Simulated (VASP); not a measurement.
Input of a VASP 6.6.1 run:

Contents of INCAR:

```
SYSTEM = PbS
PREC = Accurate
ENCUT = 520
EDIFF = 1E-6
ISMEAR = -1
SIGMA = 0.02
LREAL = .False.
LASPH = .True.
NELM = 80
ALGO = Normal
ISIF = 2
LWAVE = .False.
LCHARG = .False.
GGA = PE
NBANDS = 17
```

The input KPOINTS:

```
regular mesh
0
Gamma
  8 8 8
  0 0 0
```

File POSCAR:

```
PbS
1.0
    0.0000000000      3.1247408230      3.1247408230
    3.1247408230      0.0000000000      3.1247408230
    3.1247408230      3.1247408230      0.0000000000
Pb S
1 1
Direct
    0.0000000000      0.0000000000      0.0000000000
    0.5000000000      0.5000000000      0.5000000000
```

Potentials or basis: VASP PAW PBE potentials, release 64 (Pb_d, S).

The run is started by

```bash
$ cat potpaw_PBE.64/Pb_d/POTCAR potpaw_PBE.64/S/POTCAR > POTCAR
$ mpirun -np 1 vasp_std > vasp.out
```

(1) Predict the band gap on the k mesh.

(2) What does it give for the pressure?

Results:

(1) 0.81 eV, direct.

(2) -4.9 GPa.

Caveat: the cell differs from its parent crystal (strain +5.2%); spin-orbit coupling is left out, which moves the levels of the heavy elements.
